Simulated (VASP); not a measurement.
The system is Tl.

```
CELL_PARAMETERS angstrom
0.00000 3.29404 3.29404
3.29404 0.00000 3.29404
3.29404 3.29404 0.00000
ATOMIC_POSITIONS crystal
Tl 0.87500 0.87500 0.87500
Tl 0.12500 0.12500 0.12500
```

This isn't the form of Tl at room conditions, which is hcp.

- Program: VASP 6.6.1
- Task: relaxation of cell and atoms
- Functional: PBEsol
- Potentials or basis: VASP PAW PBE potentials, release 64 (Tl_d)
- Cutoff: 600 eV
- k mesh: 10 × 10 × 10
- Occupations: fermi-dirac, width 0.1 eV
- Spin: no spin polarisation

At the start: pressure 3.5 GPa; volume 35.74 Å³/atom.

Problem. Where does the relaxation end?

Solution. Over 4 steps the energy falls by 47.1 meV/atom and the volume is 40.59 Å³/atom (+13.6 %); space group Fd-3m (No. 227, to 0.1 Å) before and after.

The path:
```csv
step,energy change (eV),largest force (eV/Å),pressure (GPa),volume (Å³)
1,0.0000,0.0000,3.54,71.48
2,-0.0930,0.0000,0.33,79.96
3,-0.0943,0.0000,-0.03,81.38
4,-0.0943,0.0000,0.01,81.18
```

Final structure:
```yaml
crystal:
  lattice:
    - [0.00000, 3.43666, 3.43666]
    - [3.43666, 0.00000, 3.43666]
    - [3.43666, 3.43666, 0.00000]
  atoms:
    - { symbol: Tl, position: [0.87500, 0.87500, 0.87500] }
    - { symbol: Tl, position: [0.12500, 0.12500, 0.12500] }
```

Caveat: the PAW data sets were made with another functional, which shifts forces and pressure a little.
